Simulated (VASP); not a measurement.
# Mg (P6/mmm) in VASP: notebook

Mg is run at these levels: PBEsol; tasks: single point.

Everything below comes from runs of VASP 6.6.1. Logs are shortened: lines on timing, memory, paths and dates and some standing lists are left out, and cuts for length are marked.

## Step 1: The cell of the first run

Symmetry: P6/mmm, No. 191, hexagonal system. Conventional cell: a = 5.073 Å, b = 5.073 Å, c = 3.074 Å, α = 90.00°, β = 90.00°, γ = 120.00°. Within 4.0 Å of Mg (site symmetry 6/mmm) lie 14 Mg at 3.07 to 3.31 Å. Mg (site symmetry -6m2) has 11 Mg at 2.93 to 3.31 Å within 3.9 Å.

## Step 2: Single point, PBEsol

Contents of INCAR:

```
ALGO     = Normal         # electronic algorithm
EDIFF    = 1E-6           # SCF threshold, eV
ENCUT    = 520            # plane-wave cutoff, eV
GGA      = PS             # functional
ISIF     = 2              # what is computed and relaxed
ISMEAR   = -1             # smearing method
LASPH    = T              # aspherical terms in the spheres
LCHARG   = T              # write CHGCAR
LELF     = T              # ELF
LREAL    = F              # projectors in reciprocal space
LVHAR    = T            
LWAVE    = F              # write WAVECAR
NBANDS   = 10             # bands
NELM     = 80             # most SCF steps
PREC     = Accurate       # precision mode
SIGMA    = 0.1            # smearing width, eV
```

Contents of KPOINTS:

```
k-points
0
Gamma
  7 7 10
```

Contents of POSCAR:

```
Mg
1.0
    5.0733665094      0.0000000000      0.0000000000
   -2.5366832547      4.3936642798      0.0000000000
    0.0000000000      0.0000000000      3.0736677517
Mg
3
Direct
    1.0000000000      0.0000000000      0.0000000000
    0.3333333333      0.6666666667      0.5000000000
    0.6666666667      0.3333333333      0.5000000000
```

Potentials or basis: VASP PAW PBE potentials, release 64 (Mg).

Launch:

```bash
$ cat potpaw_PBE.64/Mg/POTCAR > POTCAR
$ mpirun -np 1 vasp_std > vasp.out
```

OUTCAR:

```text
EDIFF = 1E-6
   ENCUT = 520
   GGA = PS
   ISIF = 2
   ISMEAR = -1
   LASPH = T
   LREAL = F
   NELM = 80
   PREC = Accurate

 ion  position               nearest neighbor table
   1  0.000  0.000  0.000-   2 3.31   3 3.31   2 3.31   3 3.31   2 3.31   2 3.31   3 3.31   3 3.31
                             3 3.31   3 3.31   2 3.31   2 3.31
   2  0.333  0.667  0.500-   3 2.93   3 2.93   3 2.93   1 3.31   1 3.31   1 3.31   1 3.31   1 3.31
                             1 3.31
   3  0.667  0.333  0.500-   2 2.93   2 2.93   2 2.93   1 3.31   1 3.31   1 3.31   1 3.31   1 3.31
                             1 3.31

  LATTYP: Found a hexagonal cell.
 ALAT       =     5.0733665094
 C/A-ratio  =     0.6058438211

  Lattice vectors:

 A1 = (   5.0733665094,   0.0000000000,   0.0000000000)
 A2 = (  -2.5366832547,   4.3936642798,   0.0000000000)
 A3 = (   0.0000000000,   0.0000000000,   3.0736677517)

Analysis of symmetry for initial positions (statically):
=====================================================================
 Subroutine PRICEL returns:
 Original cell was already a primitive cell.

 Routine SETGRP: Setting up the symmetry group for a
 hexagonal supercell.

 Subroutine GETGRP returns: Found 24 space group operations
 (whereof 24 operations were pure point group operations)
 out of a pool of 24 trial point group operations.

The static configuration has the point symmetry D_6h.

Analysis of symmetry for dynamics (positions and initial velocities):
=====================================================================
 Subroutine PRICEL returns:
 Original cell was already a primitive cell.

 Routine SETGRP: Setting up the symmetry group for a
 hexagonal supercell.

 Subroutine GETGRP returns: Found 24 space group operations
 (whereof 24 operations were pure point group operations)
 out of a pool of 24 trial point group operations.

The dynamic configuration has the point symmetry D_6h.

 Subroutine INISYM returns: Found 24 space group operations
 (whereof 24 operations are pure point group operations),
 and found     1 'primitive' translations

----------------------------------------------------------------------------------------

                                     Primitive cell

  volume of cell :      68.5141

  direct lattice vectors                    reciprocal lattice vectors
     5.073366509  0.000000000  0.000000000     0.197107778  0.113800229  0.000000000
    -2.536683255  4.393664280  0.000000000     0.000000000  0.227600457  0.000000000
     0.000000000  0.000000000  3.073667752     0.000000000  0.000000000  0.325344208

  length of vectors
     5.073366509  5.073366509  3.073667752     0.227600457  0.227600457  0.325344208

  position of ions in fractional coordinates (direct lattice)
     0.000000000  0.000000000  0.000000000
     0.333333333  0.666666667  0.500000000
     0.666666667  0.333333333  0.500000000

  ion indices of the primitive-cell ions
   primitive index   ion index
                 1           1
                 2           2
                 3           3

----------------------------------------------------------------------------------------

 KPOINTS: k-points

Automatic generation of k-mesh.
 Grid dimensions read from file:
 generate k-points for:    7    7   10

 Generating k-lattice:

  Cartesian coordinates                     Fractional coordinates (reciprocal lattice)
     0.028158254  0.016257176  0.000000000     0.142857143  0.000000000  0.000000000
     0.000000000  0.032514351  0.000000000     0.000000000  0.142857143  0.000000000
     0.000000000  0.000000000  0.032534421     0.000000000  0.000000000  0.100000000

  Length of vectors
     0.032514351  0.032514351  0.032534421

  Shift w.r.t. Gamma in fractional coordinates (k-lattice)
     0.000000000  0.000000000  0.000000000

 Subroutine IBZKPT returns following result:
 ===========================================

 Found     48 irreducible k-points:

 Following reciprocal coordinates:
            Coordinates               Weight
  0.000000  0.000000  0.000000      1.000000
  0.142857  0.000000  0.000000      6.000000
  0.285714  0.000000  0.000000      6.000000
  0.428571 -0.000000  0.000000      6.000000
  0.142857  0.142857  0.000000      6.000000
  0.285714  0.142857  0.000000     12.000000
[... 16 lines left out ...]
  0.428571  0.142857  0.200000     12.000000
  0.285714  0.285714  0.200000     12.000000
 [... further k-points ...]
   k-points           NKPTS =     48   k-points in BZ     NKDIM =     48   number of bands    NBANDS=     10
   number of dos      NEDOS =    301   number of ions     NIONS =      3
   total plane-waves  NPLWV =  38400
   dimension x,y,z NGX =    40 NGY =   40 NGZ =   24
   dimension x,y,z NGXF=    80 NGYF=   80 NGZF=   48
   ions per type =               3
   NGX,Y,Z   is equivalent  to a cutoff of  13.11, 13.11, 12.98 a.u.
   NGXF,Y,Z  is equivalent  to a cutoff of  26.21, 26.21, 25.96 a.u.
 SYSTEM =  unknown system
   PREC   = accura    normal or accurate (medium, high low for compatibility)
   ISTART =      0    job   : 0-new  1-cont  2-samecut
   ICHARG =      2    charge: 1-file 2-atom 10-const
   ISPIN  =      1    spin polarized calculation?
   LNONCOLLINEAR =      F non collinear calculations
   LSORBIT =      F    spin-orbit coupling
   LASPH  =      T    aspherical Exc in radial PAW
   ENCUT  =  520.0 eV  38.22 Ry    6.18 a.u.   9.43  9.43  5.71*2*pi/ulx,y,z
   NELM   =     80;   NELMIN=  2; NELMDL= -5     # of ELM steps
   EDIFF  = 0.1E-05   stopping-criterion for ELM
   LREAL  =      F    real-space projection
   EDIFFG = 0.1E-04   stopping-criterion for IOM
   NSW    =      0    number of steps for IOM
   IBRION =     -1    ionic relax: 0-MD 1-quasi-New 2-CG
   NFREE  =      0    steps in history (QN), initial steepest desc. (CG)
   ISIF   =      2    stress and relaxation
   ISYM   =      2    0-nonsym 1-usesym 2-fastsym
   POTIM  = 0.5000    time-step for ionic-motion
   TEBEG  =    0.0;   TEEND  =   0.0 temperature during run
   PSTRESS=    0.0 pullay stress
   NELECT =       6.0000    total number of electrons
   NUPDOWN=      -1.0000    fix difference up-down
   EMIN   =  10.00;   EMAX   =-10.00  energy-range for DOS
   EFERMI =   0.00;   METHOD = LEGACY
   ISMEAR =    -1;   SIGMA  =   0.10  broadening in eV -4-tet -1-fermi 0-gaus
   EFERMI_NEDOS =   21; number of points for ismear=-14 and -15
   IALGO  =     38    algorithm
   IMIX   =      4    mixing-type and parameters
     AMIX     =   0.40;   BMIX     =  1.00
     AMIX_MAG =   1.60;   BMIX_MAG =  1.00
  volume/ion in A,a.u.               =      22.84       154.12
  Fermi-wavevector in a.u.,A,eV,Ry     =   0.726996  1.373823  7.190991  0.528523
  Thomas-Fermi vector in A             =   1.818109
   LORBIT       =      0    0 simple, 1 ext, 2 COOP (PROOUT), +10 PAW based schemes
   GGA     = PS    functional components
   LHFCALC =     F    Hartree Fock is set to
   AEXX    =    0.0000 exact exchange contribution
   IVDW    =     0    specifies the selected vdW correction
   LEPSILON=     F    determine dielectric tensor
   LRPA    =     F    only Hartree local field effects (RPA)
 non-spin polarized calculation
  energy-cutoff  :      520.00
  volume of cell :       68.51
 maximum number of plane-waves:      1861
 NGX is ok and might be reduce to    40
   NGX = 19   NGY = 19   NGZ = 11

 number of electron       6.0000000 magnetization

 Free energy of the ion-electron system (eV)
  ---------------------------------------------------
  ext. energy  EPLUGINS =         0.00000000
  ---------------------------------------------------
  free energy    TOTEN  =        -5.02470859 eV

  energy without entropy =       -4.98072070  energy(sigma->0) =       -5.00271465

 E-fermi :   2.6358     XC(G=0):  -8.5496

 val. band max:        2.6230321082   @ k =   0.2857   0.0000   0.2000
 cond. band min:       2.6416134584   @ k =   0.2857   0.1429   0.5000
 fundamental gap:      0.0185813503
 Fermi energy:         2.6357833401

 k-point     1 :       0.0000    0.0000    0.0000
  band No.  band energies     occupation
      1      -4.3326      2.00000
      2       2.8546      0.20162
      3       2.8546      0.20162
      4       2.9070      0.12451
      5       2.9070      0.12451
      6       3.9880      0.00000
      7       4.0512      0.00000
      8      10.6818      0.00000
      9      11.1342      0.00000
     10      15.9891      0.00000

 k-point     2 :       0.1429    0.0000    0.0000
  band No.  band energies     occupation
      1      -4.1731      2.00000
      2       1.2232      2.00000
      3       2.0069      1.99629
      4       2.6009      1.17282
      5       4.0489      0.00000
      6       4.9282      0.00000
      7       5.5905      0.00000
      8      10.8131      0.00000
      9      11.2460      0.00000
     10      14.1865      0.00000

 k-point     3 :       0.2857    0.0000    0.0000
  band No.  band energies     occupation
      1      -3.6963      2.00000
      2      -0.4271      2.00000
      3       1.4257      1.99999
      4       2.0203      1.99576
      5       5.5119      0.00000
      6       6.3662      0.00000
      7       7.9880      0.00000
      8      11.2078      0.00000
      9      11.3351      0.00000
     10      11.6543      0.00000

 k-point     4 :       0.4286   -0.0000    0.0000
  band No.  band energies     occupation
      1      -2.9069      2.00000
      2      -1.8130      2.00000
      3       1.1355      2.00000
      4       1.7145      1.99980
      5       7.2703      0.00000
      6       8.0576      0.00000
      7       9.3257      0.00000
      8       9.9105      0.00000
      9      10.5308      0.00000
     10      11.8672      0.00000
[... 222 lines left out ...]
 k-point    22 :       0.2857    0.1429    0.2000
  band No.  band energies     occupation
      1      -2.5927      2.00000
      2      -0.4259      2.00000
      3       0.6310      2.00000
      4       3.8285      0.00001
      5       5.7802      0.00000
      6       6.6182      0.00000
      7       8.3447      0.00000
      8       8.9090      0.00000
      9       9.8314      0.00000
     10      10.0545      0.00000

 k-point    23 :       0.4286    0.1429    0.2000
  band No.  band energies     occupation
      1      -1.6604      2.00000
      2      -1.6541      2.00000
      3       0.4804      2.00000
      4       3.6874      0.00005
      5       7.0461      0.00000
      6       7.4732      0.00000
      7       7.6729      0.00000
      8       8.1548      0.00000
      9       9.2554      0.00000
     10      11.0800      0.00000

 k-point    24 :       0.2857    0.2857    0.2000
  band No.  band energies     occupation
      1      -1.8125      2.00000
      2      -0.7354      2.00000
      3      -0.7287      2.00000
      4       5.5093      0.00000
      5       5.5959      0.00000
      6       7.1697      0.00000
      7       7.6755      0.00000
      8       8.2585      0.00000
      9       8.4794      0.00000
     10      11.9191      0.00000

 [... further k-points ...]
[... 5 lines left out ...]
  --------------------------------------------------------------------------------------
  -------------------------------------------------------------------------------------
  Total       -0.0172662     -0.0172662     -0.0213454      0.0000000      0.0000000      0.0000000
  in kB       -0.4037634     -0.4037634     -0.4991550      0.0000000      0.0000000      0.0000000
  external PRESSURE =      -0.4355606 kB  Pullay stress =       0.0000000 kB

 VOLUME and BASIS-vectors are now :
 -----------------------------------------------------------------------------
  energy-cutoff  :      520.00
  volume of cell :       68.51
      direct lattice vectors                 reciprocal lattice vectors
     5.073366509  0.000000000  0.000000000     0.197107778  0.113800229  0.000000000
    -2.536683255  4.393664280  0.000000000     0.000000000  0.227600457  0.000000000
     0.000000000  0.000000000  3.073667752     0.000000000  0.000000000  0.325344208

 POSITION                                       TOTAL-FORCE (eV/Angst)
 -----------------------------------------------------------------------------------
      0.00000      0.00000      0.00000         0.000000      0.000000      0.000000
     -0.00000      2.92911      1.53683         0.000000      0.000000      0.000000
      2.53668      1.46455      1.53683        -0.000000     -0.000000     -0.000000
 -----------------------------------------------------------------------------------
    total drift:                                0.000000     -0.000000     -0.000000

  FREE ENERGIE OF THE ION-ELECTRON SYSTEM (eV)
  ---------------------------------------------------
  free  energy   TOTEN  =        -5.0247085918 eV

  energy  without entropy=       -4.9807207029  energy(sigma->0) =       -5.00271465
```

Run time: 20 s. Hardware: 1 thread of Intel Xeon Platinum 8488C (Sapphire Rapids), shared host; peak memory 0.19 GiB.

What came out:

```yaml
Free_energy: -5.0247 eV
Pressure: 0.0 GPa
Band_gap_on_the_k_mesh: zero (band 3 reaches 6.18 eV, above the bottom of band 4 at 1.71 eV)
```

Levels at points of the mesh, in eV from the Fermi level:
| k point | band 1 | band 2 | band 3 | band 4 | band 5 | band 6 | band 7 |
| --- | --- | --- | --- | --- | --- | --- | --- |
| (0.00, 0.00, 0.00) | -6.97 | 0.22 | 0.22 | 0.27 | 0.27 | 1.35 | 1.42 |
| (0.00, 0.00, 0.50) | -3.18 | -2.93 | 3.54 | 3.54 | 3.67 | 3.67 | 3.92 |

Caveat: the PAW data sets were made with another functional, which shifts forces and pressure a little.

## Step 3: Single point, PBEsol (volume scaled by 0.88)

Contents of INCAR:

```
SYSTEM = Mg
ALGO = Normal ; EDIFF = 1E-6
ENCUT = 520 ; GGA = PS
ISIF = 2 ; ISMEAR = -1
LASPH = .True. ; LCHARG = .False.
LREAL = .False. ; LWAVE = .False.
NBANDS = 10 ; NELM = 60
PREC = Accurate ; SIGMA = 0.1
```

Contents of KPOINTS:

```
k-points
0
Gamma
  8 8 12
  0 0 0
```

Contents of POSCAR:

```
Mg
1.0
    4.8617258070      0.0000000000      0.0000000000
   -2.4308629035      4.2103780551      0.0000000000
    0.0000000000      0.0000000000      2.9454465399
Mg
3
Direct
    1.0000000000      0.0000000000      0.0000000000
    0.3333333333      0.6666666667      0.5000000000
    0.6666666667      0.3333333333      0.5000000000
```

Potentials or basis: VASP PAW PBE potentials, release 64 (Mg).

Launch:

```bash
$ cat potpaw_PBE.64/Mg/POTCAR > POTCAR
$ mpirun -np 1 vasp_std > vasp.out
```

Wall time 18 s (1 thread of Intel Xeon Platinum 8488C (Sapphire Rapids), shared host); peak memory 0.19 GiB.

The run converged. Its results:

- Free energy: -4.8899 eV
- Pressure: 5.8 GPa
- Band gap on the k mesh: zero (band 3 reaches 7.13 eV, above the bottom of band 4 at 2.36 eV)

Stress tensor (GPa, compression positive):
```
5.83 0.00 0.00
0.00 5.83 0.00
0.00 0.00 5.69
```

Levels at points of the mesh, in eV from the Fermi level:
```csv
k point,band 1,band 2,band 3,band 4,band 5,band 6
"(0.00, 0.00, 0.00)",-7.58,0.11,0.11,0.16,0.16,1.65
"(0.50, 0.00, 0.00)",-5.48,-5.48,-1.77,-0.98,5.87,5.99
"(0.00, 0.00, 0.50)",-3.43,-3.26,3.75,3.75,3.86,3.86
"(0.50, 0.00, 0.50)",-1.68,-1.51,-1.11,-1.02,1.93,2.40
```

Caveat: the PAW data sets were made with another functional, which shifts forces and pressure a little.

## Step 4: Single point, PBEsol (volume scaled by 0.92)

Contents of INCAR:

```
PREC = Accurate
ENCUT = 520
EDIFF = 1E-6
ISMEAR = -1
SIGMA = 0.1
LREAL = F
LASPH = T
NELM = 80
ALGO = Normal
ISIF = 2
LWAVE = F
LCHARG = F
GGA = PS
NBANDS = 10
```

Contents of KPOINTS:

```
regular mesh
0
Gamma
  8 8 12
```

Contents of POSCAR:

```
Mg
1.0
    4.9342995783      0.0000000000      0.0000000000
   -2.4671497892      4.2732287847      0.0000000000
    0.0000000000      0.0000000000      2.9894149108
Mg
3
Direct
    1.0000000000      0.0000000000      0.0000000000
    0.3333333333      0.6666666667      0.5000000000
    0.6666666667      0.3333333333      0.5000000000
```

Launch:

```bash
$ cat potpaw_PBE.64/Mg/POTCAR > POTCAR
$ mpirun -np 1 vasp_std > vasp.out
```

It took 24 s on 1 thread of Intel Xeon Platinum 8488C (Sapphire Rapids), shared host; peak memory 0.2 GiB.

Results (log left out):

| Quantity | Value |
| --- | --- |
| Free energy | -4.9681 eV |
| Pressure | 3.4 GPa |
| Band gap on the k mesh | zero (band 3 reaches 6.83 eV, above the bottom of band 4 at 2.14 eV) |

Levels at points of the mesh, in eV from the Fermi level:
```csv
k point,band 1,band 2,band 3,band 4,band 5,band 6,band 7,band 8
"(0.00, 0.00, 0.00)",-7.38,0.14,0.14,0.19,0.19,1.53,1.62,8.52
"(0.50, 0.00, 0.00)",-5.33,-5.33,-1.70,-0.99,5.75,5.87,6.65,6.73
"(0.00, 0.00, 0.50)",-3.36,-3.15,3.71,3.71,3.73,3.73,4.15,4.26
"(0.50, 0.00, 0.50)",-1.63,-1.43,-1.12,-0.99,1.89,2.39,3.10,3.29
```

Caveat: the PAW data sets were made with another functional, which shifts forces and pressure a little.

## Step 5: Single point, PBEsol (volume scaled by 0.96)

Contents of INCAR:

```
SYSTEM = Mg
PREC     = Accurate       ! precision mode
ENCUT    = 520            ! plane-wave cutoff, eV
EDIFF    = 1E-6           ! SCF threshold, eV
ISMEAR   = -1             ! smearing method
SIGMA    = 0.1            ! smearing width, eV
LREAL    = .False.        ! projectors in reciprocal space
LASPH    = .True.         ! aspherical terms in the spheres
NELM     = 60             ! most SCF steps
ALGO     = Normal         ! electronic algorithm
ISIF     = 2              ! what is computed and relaxed
LWAVE    = .False.        ! write WAVECAR
LCHARG   = .False.        ! write CHGCAR
GGA      = PS             ! functional
NBANDS   = 10             ! bands
```

Contents of KPOINTS:

```
regular mesh
0
Gamma
  8 8 12
  0 0 0
```

Contents of POSCAR:

```
Mg
1.0
    5.0047990972      0.0000000000      0.0000000000
   -2.5023995486      4.3342831590      0.0000000000
    0.0000000000      0.0000000000      3.0321266087
Mg
3
Direct
    1.0000000000      0.0000000000      0.0000000000
    0.3333333333      0.6666666667      0.5000000000
    0.6666666667      0.3333333333      0.5000000000
```

Launch:

```bash
$ cat potpaw_PBE.64/Mg/POTCAR > POTCAR
$ mpirun -np 1 vasp_std > vasp.out
```

It took 24 s on 1 thread of Intel Xeon Platinum 8488C (Sapphire Rapids), shared host; peak memory 0.2 GiB.

It converged, with:

* Free energy: -5.0097 eV
* Pressure: 1.5 GPa
* Band gap on the k mesh: zero (band 3 reaches 6.50 eV, above the bottom of band 4 at 1.90 eV)

Levels at points of the mesh, in eV from the Fermi level:
```csv
k point,band 1,band 2,band 3,band 4,band 5,band 6,band 7
"(0.00, 0.00, 0.00)",-7.18,0.16,0.16,0.21,0.21,1.42,1.50
"(0.50, 0.00, 0.00)",-5.20,-5.19,-1.63,-0.99,5.64,5.76,6.47
"(0.00, 0.00, 0.50)",-3.29,-3.06,3.61,3.61,3.67,3.67,4.01
"(0.50, 0.00, 0.50)",-1.58,-1.37,-1.13,-0.95,1.85,2.38,2.98
```

Caveat: the PAW data sets were made with another functional, which shifts forces and pressure a little.

## Step 6: Overview

```csv
cell,k mesh,gap on the mesh (eV),pressure (GPa)
"a = 5.073, b = 5.073, c = 3.074 Å, angles 90.0, 90.0, 120.0°, 3 atoms",7 × 7 × 10,none,0.0
"a = 4.862, b = 4.862, c = 2.945 Å, angles 90.0, 90.0, 120.0°, 3 atoms",8 × 8 × 12,none,5.8
"a = 4.934, b = 4.934, c = 2.989 Å, angles 90.0, 90.0, 120.0°, 3 atoms",8 × 8 × 12,none,3.4
"a = 5.005, b = 5.005, c = 3.032 Å, angles 90.0, 90.0, 120.0°, 3 atoms",8 × 8 × 12,none,1.5
```

Alike in all rows: task single point; level PBEsol; potentials or basis VASP PAW PBE potentials, release 64 (Mg); no spin polarisation; cutoff (eV) 520; smearing fermi-dirac 0.1 eV.

Caveats: the PAW data sets were made with another functional, which shifts forces and pressure a little.

Absolute energies hang on the potentials; compare differences alone.
